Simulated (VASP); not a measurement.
# Al (P6_3/mmc) in VASP: a series of runs

Runs on Al. Level: PBEsol. Tasks: single point.

Everything below comes from runs of VASP 6.6.1. Logs are shortened: lines on timing, memory, paths and dates and some standing lists are left out, and cuts for length are marked.

### Step 1. The cell of the first run

It takes space group P6_3/mmc (No. 194, hexagonal). The conventional cell has a = 2.770 Å, b = 2.770 Å, c = 9.155 Å, α = 90.00°, β = 90.00°, γ = 120.00°. Al (site symmetry -3m) has 12 Al at 2.77 to 2.79 Å within 3.7 Å. Within 3.7 Å of Al (site symmetry -6m2) lie 12 Al at 2.77 to 2.79 Å.

### Step 2. Single point, PBEsol

The input, INCAR:

```
SYSTEM = Al
PREC = Accurate ; ENCUT = 520
EDIFF = 1E-7 ; ISMEAR = 1
SIGMA = 0.1 ; LREAL = .FALSE.
LASPH = .TRUE. ; NELM = 100
ALGO = Normal ; ISIF = 2
LWAVE = .FALSE. ; LCHARG = .FALSE.
GGA = PS ; NBANDS = 14
```

The input, KPOINTS:

```
Automatic mesh
0
G
  9 9 3
  0 0 0
```

The input, POSCAR:

```
Al
1.0
    2.7698479159      0.0000000000      0.0000000000
   -1.3849239580      2.3987586598      0.0000000000
    0.0000000000      0.0000000000      9.1554817204
Al
4
Direct
    0.0000000000      0.0000000000      0.0000000000
    0.0000000000      0.0000000000      0.5000000000
    0.3333333333      0.6666666667      0.2500000000
    0.6666666667      0.3333333333      0.7500000000
```

Potentials or basis: VASP PAW PBE potentials, release 64 (Al).

Command:

```bash
> cat potpaw_PBE.64/Al/POTCAR > POTCAR
> mpirun -np 1 vasp_std > vasp.out
```

OUTCAR:

```text
SYSTEM = Al
   PREC = Accurate
   ENCUT = 520
   EDIFF = 1E-7
   ISMEAR = 1
   LREAL = .FALSE.
   LASPH = .TRUE.
   NELM = 100
   ISIF = 2
   GGA = PS

 ion  position               nearest neighbor table
   1  0.000  0.000  0.000-   3 2.79   4 2.79   4 2.79   3 2.79   4 2.79   3 2.79
   2  0.000  0.000  0.500-   3 2.79   4 2.79   4 2.79   3 2.79   4 2.79   3 2.79
   3  0.333  0.667  0.250-   1 2.79   2 2.79   1 2.79   2 2.79   1 2.79   2 2.79
   4  0.667  0.333  0.750-   1 2.79   2 2.79   1 2.79   2 2.79   1 2.79   2 2.79

  LATTYP: Found a hexagonal cell.
 ALAT       =     2.7698479159
 C/A-ratio  =     3.3054095381

  Lattice vectors:

 A1 = (   2.7698479159,   0.0000000000,   0.0000000000)
 A2 = (  -1.3849239580,   2.3987586598,   0.0000000000)
 A3 = (   0.0000000000,   0.0000000000,   9.1554817204)

Analysis of symmetry for initial positions (statically):
=====================================================================
 Subroutine PRICEL returns:
 Original cell was already a primitive cell.

 Routine SETGRP: Setting up the symmetry group for a
 hexagonal supercell.

 Subroutine GETGRP returns: Found 24 space group operations
 (whereof 12 operations were pure point group operations)
 out of a pool of 24 trial point group operations.

The static configuration has the point symmetry D_3d.
 The point group associated with its full space group is D_6h.

Analysis of symmetry for dynamics (positions and initial velocities):
=====================================================================
 Subroutine PRICEL returns:
 Original cell was already a primitive cell.

 Routine SETGRP: Setting up the symmetry group for a
 hexagonal supercell.

 Subroutine GETGRP returns: Found 24 space group operations
 (whereof 12 operations were pure point group operations)
 out of a pool of 24 trial point group operations.

The dynamic configuration has the point symmetry D_3d.
 The point group associated with its full space group is D_6h.

 Subroutine INISYM returns: Found 24 space group operations
 (whereof 12 operations are pure point group operations),
 and found     1 'primitive' translations

----------------------------------------------------------------------------------------

                                     Primitive cell

  volume of cell :      60.8308

  direct lattice vectors                    reciprocal lattice vectors
     2.769847916  0.000000000  0.000000000     0.361030652  0.208441144  0.000000000
    -1.384923958  2.398758660  0.000000000     0.000000000  0.416882289  0.000000000
     0.000000000  0.000000000  9.155481720     0.000000000  0.000000000  0.109224182

  length of vectors
     2.769847916  2.769847916  9.155481720     0.416882289  0.416882289  0.109224182

  position of ions in fractional coordinates (direct lattice)
     0.000000000  0.000000000  0.000000000
     0.000000000  0.000000000  0.500000000
     0.333333333  0.666666667  0.250000000
     0.666666667  0.333333333  0.750000000

  ion indices of the primitive-cell ions
   primitive index   ion index
                 1           1
                 2           2
                 3           3
                 4           4

----------------------------------------------------------------------------------------

 KPOINTS: Automatic mesh

Automatic generation of k-mesh.
 Grid dimensions read from file:
 generate k-points for:    9    9    3

 Generating k-lattice:

  Cartesian coordinates                     Fractional coordinates (reciprocal lattice)
     0.040114517  0.023160127  0.000000000     0.111111111 -0.000000000  0.000000000
     0.000000000  0.046320254  0.000000000     0.000000000  0.111111111  0.000000000
     0.000000000  0.000000000  0.036408061     0.000000000  0.000000000  0.333333333

  Length of vectors
     0.046320254  0.046320254  0.036408061

  Shift w.r.t. Gamma in fractional coordinates (k-lattice)
     0.000000000  0.000000000  0.000000000

 Subroutine IBZKPT returns following result:
 ===========================================

 Found     24 irreducible k-points:

 Following reciprocal coordinates:
            Coordinates               Weight
  0.000000  0.000000  0.000000      1.000000
  0.111111  0.000000  0.000000      6.000000
  0.222222  0.000000  0.000000      6.000000
  0.333333  0.000000  0.000000      6.000000
  0.444444  0.000000  0.000000      6.000000
  0.111111  0.111111  0.000000      6.000000
[... 16 lines left out ...]
  0.333333  0.222222  0.333333     24.000000
  0.333333  0.333333  0.333333      4.000000
   k-points           NKPTS =     24   k-points in BZ     NKDIM =     24   number of bands    NBANDS=     14
   number of dos      NEDOS =    301   number of ions     NIONS =      4
   total plane-waves  NPLWV =  40320
   dimension x,y,z NGX =    24 NGY =   24 NGZ =   70
   dimension x,y,z NGXF=    48 NGYF=   48 NGZF=  140
   ions per type =               4
   NGX,Y,Z   is equivalent  to a cutoff of  14.40, 14.40, 12.71 a.u.
   NGXF,Y,Z  is equivalent  to a cutoff of  28.81, 28.81, 25.42 a.u.
 SYSTEM =  Al
   PREC   = accura    normal or accurate (medium, high low for compatibility)
   ISTART =      0    job   : 0-new  1-cont  2-samecut
   ICHARG =      2    charge: 1-file 2-atom 10-const
   ISPIN  =      1    spin polarized calculation?
   LNONCOLLINEAR =      F non collinear calculations
   LSORBIT =      F    spin-orbit coupling
   LASPH  =      T    aspherical Exc in radial PAW
   ENCUT  =  520.0 eV  38.22 Ry    6.18 a.u.   5.15  5.15 17.02*2*pi/ulx,y,z
   NELM   =    100;   NELMIN=  2; NELMDL= -5     # of ELM steps
   EDIFF  = 0.1E-06   stopping-criterion for ELM
   LREAL  =      F    real-space projection
   EDIFFG = 0.1E-05   stopping-criterion for IOM
   NSW    =      0    number of steps for IOM
   IBRION =     -1    ionic relax: 0-MD 1-quasi-New 2-CG
   NFREE  =      0    steps in history (QN), initial steepest desc. (CG)
   ISIF   =      2    stress and relaxation
   ISYM   =      2    0-nonsym 1-usesym 2-fastsym
   POTIM  = 0.5000    time-step for ionic-motion
   TEBEG  =    0.0;   TEEND  =   0.0 temperature during run
   PSTRESS=    0.0 pullay stress
   NELECT =      12.0000    total number of electrons
   NUPDOWN=      -1.0000    fix difference up-down
   EMIN   =  10.00;   EMAX   =-10.00  energy-range for DOS
   EFERMI =   0.00;   METHOD = LEGACY
   ISMEAR =     1;   SIGMA  =   0.10  broadening in eV -4-tet -1-fermi 0-gaus
   EFERMI_NEDOS =   21; number of points for ismear=-14 and -15
   IALGO  =     38    algorithm
   IMIX   =      4    mixing-type and parameters
     AMIX     =   0.40;   BMIX     =  1.00
     AMIX_MAG =   1.60;   BMIX_MAG =  1.00
  volume/ion in A,a.u.               =      15.21       102.63
  Fermi-wavevector in a.u.,A,eV,Ry     =   0.953002  1.800914 12.356997  0.908214
  Thomas-Fermi vector in A             =   2.081617
   LORBIT       =      0    0 simple, 1 ext, 2 COOP (PROOUT), +10 PAW based schemes
   GGA     = PS    functional components
   LHFCALC =     F    Hartree Fock is set to
   AEXX    =    0.0000 exact exchange contribution
   IVDW    =     0    specifies the selected vdW correction
   LEPSILON=     F    determine dielectric tensor
   LRPA    =     F    only Hartree local field effects (RPA)
 non-spin polarized calculation
 Methfessel and Paxton  Order N= 1 SIGMA  =   0.10
  energy-cutoff  :      520.00
  volume of cell :       60.83
 maximum number of plane-waves:      1647
 NGX is ok and might be reduce to    24
   NGX = 11   NGY = 11   NGZ = 35

 number of electron      12.0000000 magnetization

 Free energy of the ion-electron system (eV)
  ---------------------------------------------------
  ext. energy  EPLUGINS =         0.00000000
  ---------------------------------------------------
  free energy    TOTEN  =       -16.23468565 eV

  energy without entropy =      -16.23094709  energy(sigma->0) =      -16.23343946

 E-fermi :   8.7463     XC(G=0): -10.5587

 val. band max:        8.7362448805   @ k =   0.3333   0.2222   0.3333
 cond. band min:       8.7594476044   @ k =   0.3333   0.3333   0.3333
 fundamental gap:      0.0232027239
 Fermi energy:         8.7463104738

 k-point     1 :       0.0000    0.0000    0.0000
  band No.  band energies     occupation
      1      -2.8810      2.00000
      2      -1.1341      2.00000
      3      -1.1215      2.00000
      4       3.8339      2.00000
      5       4.1821      2.00000
      6      12.1894      0.00000
      7      12.2020      0.00000
      8      20.3075      0.00000
      9      20.3075      0.00000
     10      20.3787      0.00000
     11      20.3787      0.00000
     12      21.2822      0.00000
     13      21.3068      0.00000
     14      21.3984      0.00000

 k-point     2 :       0.1111    0.0000    0.0000
  band No.  band energies     occupation
      1      -2.5640      2.00000
      2      -0.8214      2.00000
      3      -0.8087      2.00000
      4       4.1263      2.00000
      5       4.4889      2.00000
      6      12.4297      0.00000
      7      12.4574      0.00000
      8      16.4088      0.00000
      9      17.7656      0.00000
     10      17.8855      0.00000
     11      18.2108      0.00000
     12      19.6580      0.00000
     13      19.6588      0.00000
     14      19.6784      0.00000
[... 343 lines left out ...]
      1       3.1915      2.00000
      2       3.7430      2.00000
      3       5.7319      2.00000
      4       5.8385      2.00000
      5       6.6694      2.00000
      6       7.5200      2.00000
      7       8.4001      2.00001
      8       8.7362      1.16941
      9       9.4861     -0.00000
     10      10.3743     -0.00000
     11      11.6544      0.00000
     12      12.3973      0.00000
     13      13.2069      0.00000
     14      14.6059      0.00000

 k-point    24 :       0.3333    0.3333    0.3333
  band No.  band energies     occupation
      1       5.5059      2.00000
      2       5.5792      2.00000
      3       5.5792      2.00000
      4       5.9540      2.00000
      5       6.1256      2.00000
      6       6.1256      2.00000
      7       8.2676      2.00000
      8       8.2676      2.00000
      9       8.7594      0.77976
     10      10.1883     -0.00000
     11      10.4567     -0.00000
     12      10.4567     -0.00000
     13      14.4523      0.00000
     14      14.4523      0.00000

------------------------ aborting loop because EDIFF is reached ----------------------------------------

  FORCE on cell =-STRESS in cart. coord.  units (eV):
  Direction    XX          YY          ZZ          XY          YZ          ZX
  --------------------------------------------------------------------------------------
  -------------------------------------------------------------------------------------
  Total        2.3155952      2.3155952      2.2791080     -0.0000000      0.0000000     -0.0000000
  in kB       60.9887238     60.9887238     60.0277143     -0.0000000      0.0000000     -0.0000000
  external PRESSURE =      60.6683873 kB  Pullay stress =       0.0000000 kB

 VOLUME and BASIS-vectors are now :
 -----------------------------------------------------------------------------
  energy-cutoff  :      520.00
  volume of cell :       60.83
      direct lattice vectors                 reciprocal lattice vectors
     2.769847916  0.000000000  0.000000000     0.361030652  0.208441144  0.000000000
    -1.384923958  2.398758660  0.000000000     0.000000000  0.416882289  0.000000000
     0.000000000  0.000000000  9.155481720     0.000000000  0.000000000  0.109224182

 POSITION                                       TOTAL-FORCE (eV/Angst)
 -----------------------------------------------------------------------------------
      0.00000      0.00000      0.00000        -0.000000      0.000000     -0.000000
      0.00000      0.00000      4.57774        -0.000000      0.000000     -0.000000
     -0.00000      1.59917      2.28887        -0.000000      0.000000     -0.000000
      1.38492      0.79959      6.86661         0.000000     -0.000000      0.000000
 -----------------------------------------------------------------------------------
    total drift:                               -0.000000     -0.000000      0.000000

  FREE ENERGIE OF THE ION-ELECTRON SYSTEM (eV)
  ---------------------------------------------------
  free  energy   TOTEN  =       -16.2346856506 eV

  energy  without entropy=      -16.2309470893  energy(sigma->0) =      -16.23343946
```

Run time: 44 s. Hardware: 1 thread of AMD EPYC 7R13, shared host; peak memory 0.15 GiB.

What came out:

```
Free energy            : -16.2347 eV
Pressure               : 6.1 GPa
Band gap on the k mesh : zero (band 6 reaches 12.74 eV, above the bottom of band 7 at 7.47 eV)
```

Stress tensor (GPa, compression positive):
```
6.10 0.00 0.00
0.00 6.10 0.00
0.00 0.00 6.00
```

Caveat: the PAW data sets were made with another functional, which shifts forces and pressure a little.

### Step 3. Single point, PBEsol

This run uses another cell than the first one, of 14.93 Å³/atom, 0.982 times its volume.

The input, INCAR:

```
  PREC = Accurate
  ENCUT = 520
  EDIFF = 1E-6
  ISMEAR = 1
  SIGMA = 0.1
  LREAL = False
  LASPH = True
  NELM = 100
  ALGO = Normal
  ISIF = 2
  LWAVE = False
  LCHARG = True
  GGA = PS
  LELF = True
  LVHAR = True
  NBANDS = 14
```

The input, KPOINTS:

```
Automatic mesh
0
Gamma
  9 9 3
```

The input, POSCAR:

```
Al
1.0
    2.7547728117      0.0000000000      0.0000000000
   -1.3773864058      2.3857032366      0.0000000000
    0.0000000000      0.0000000000      9.0889789154
Al
4
Direct
    0.0000000000      0.0000000000      0.0000000000
    0.0000000000      0.0000000000      0.5000000000
    0.3333333333      0.6666666667      0.2500000000
    0.6666666667      0.3333333333      0.7500000000
```

Potentials or basis: VASP PAW PBE potentials, release 64 (Al).

Command:

```bash
> cat potpaw_PBE.64/Al/POTCAR > POTCAR
> mpirun -np 1 vasp_std > vasp.out
```

OUTCAR:

```text
PREC = Accurate
   ENCUT = 520
   EDIFF = 1E-6
   ISMEAR = 1
   LREAL = False
   LASPH = True
   NELM = 100
   ISIF = 2
   GGA = PS

 ion  position               nearest neighbor table
   1  0.000  0.000  0.000-   3 2.77   4 2.77   3 2.77   4 2.77   4 2.77   3 2.77
   2  0.000  0.000  0.500-   3 2.77   4 2.77   3 2.77   4 2.77   4 2.77   3 2.77
   3  0.333  0.667  0.250-   1 2.77   2 2.77   1 2.77   2 2.77   1 2.77   2 2.77
   4  0.667  0.333  0.750-   1 2.77   2 2.77   1 2.77   2 2.77   1 2.77   2 2.77

  LATTYP: Found a hexagonal cell.
[... 607 lines left out ...]
  --------------------------------------------------------------------------------------
  -------------------------------------------------------------------------------------
  Total        3.0223785      3.0223785      2.9582753      0.0000000      0.0000000      0.0000000
  in kB       81.0666318     81.0666318     79.3472474      0.0000000      0.0000000      0.0000000
  external PRESSURE =      80.4935037 kB  Pullay stress =       0.0000000 kB

 VOLUME and BASIS-vectors are now :
 -----------------------------------------------------------------------------
  energy-cutoff  :      520.00
  volume of cell :       59.73
      direct lattice vectors                 reciprocal lattice vectors
     2.754772812  0.000000000  0.000000000     0.363006341  0.209581809  0.000000000
    -1.377386406  2.385703237  0.000000000     0.000000000  0.419163618  0.000000000
     0.000000000  0.000000000  9.088978915     0.000000000  0.000000000  0.110023360

 POSITION                                       TOTAL-FORCE (eV/Angst)
 -----------------------------------------------------------------------------------
      0.00000      0.00000      0.00000        -0.000000      0.000000      0.000000
      0.00000      0.00000      4.54449        -0.000000      0.000000      0.000000
     -0.00000      1.59047      2.27224         0.000000      0.000000      0.000000
      1.37739      0.79523      6.81673         0.000000     -0.000000     -0.000000
 -----------------------------------------------------------------------------------
    total drift:                               -0.000000      0.000000     -0.000000

  FREE ENERGIE OF THE ION-ELECTRON SYSTEM (eV)
  ---------------------------------------------------
  free  energy   TOTEN  =       -16.1864745252 eV

  energy  without entropy=      -16.1840769250  energy(sigma->0) =      -16.18567533
```

OSZICAR:

```text
N       E                     dE             d eps       ncg     rms          rms(c)
DAV:   1     0.446385649317E+01    0.44639E+01   -0.42178E+03   680   0.661E+02
DAV:   2    -0.156182663693E+02   -0.20082E+02   -0.18887E+02   850   0.919E+01
DAV:   3    -0.163091909879E+02   -0.69092E+00   -0.68544E+00   930   0.133E+01
DAV:   4    -0.163133314236E+02   -0.41404E-02   -0.41401E-02   796   0.132E+00
DAV:   5    -0.163133753990E+02   -0.43975E-04   -0.43975E-04   912   0.139E-01    0.317E+00
DAV:   6    -0.162373882488E+02    0.75987E-01   -0.68595E-03   782   0.416E-01    0.180E+00
DAV:   7    -0.161872916785E+02    0.50097E-01   -0.15758E-02   768   0.606E-01    0.275E-01
DAV:   8    -0.161865063655E+02    0.78531E-03   -0.46207E-04   948   0.111E-01    0.781E-02
DAV:   9    -0.161864742498E+02    0.32116E-04   -0.55264E-05   832   0.350E-02    0.228E-02
DAV:  10    -0.161864745252E+02   -0.27538E-06   -0.21606E-06   816   0.852E-03
   1 F= -.16186475E+02 E0= -.16185675E+02  d E =-.239760E-02
```

Wall time 29 s (1 thread of AMD EPYC 7R13, shared host); peak memory 0.13 GiB.

What came out:

| Property | Result |
| --- | --- |
| Free energy | -16.1865 eV |
| Pressure | 8.0 GPa |
| Band gap on the k mesh | zero (band 6 reaches 13.00 eV, above the bottom of band 7 at 7.66 eV) |

Levels at points of the mesh, in eV from the Fermi level:
```csv
k point,band 2,band 3,band 4,band 5,band 6,band 7,band 8,band 9
"(0.00, 0.00, 0.00)",-9.99,-9.98,-4.98,-4.57,3.51,3.53,11.67,11.67
```

Caveat: the PAW data sets were made with another functional, which shifts forces and pressure a little.

[end of part 1 of 2]
